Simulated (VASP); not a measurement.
AlN:

```
Al N
1.0
     3.37708    0.00000    0.00000
    -1.68854    2.92463    0.00000
     0.00000    0.00000    4.26969
Al N
2 2
Direct
  0.66667 0.33333 0.25000
  0.33333 0.66667 0.75000
  0.66667 0.33333 0.75000
  0.33333 0.66667 0.25000
```

This cell differs from its parent crystal: volume scaled by 1.06.

Base run:

* Program: VASP 6.6.1
* Functional: PBEsol
* Potentials or basis: VASP PAW PBE potentials, release 64 (Al, N)
* Cutoff: 520 eV
* k mesh: 9 × 9 × 7
* Occupations: fermi-dirac, width 0.05 eV
* Spin: no spin polarisation

Its results: band gap on the k mesh 2.76 eV, direct; pressure -14.0 GPa.

**Question.** The run is repeated on the same cell with these changes: functional from PBEsol to r2SCAN; further incar settings from ALGO = Normal; EDIFF = 1e-07; NBANDS = 16 to ALGO = Normal; EDIFF = 1e-06; NBANDS = 16. What comes out?

**Answer.** Band gap on the k mesh 3.40 eV, direct; pressure -16.3 GPa.

Caveats: the PAW data sets were made with another functional, which shifts forces and pressure a little.

A k mesh can miss the band edges.
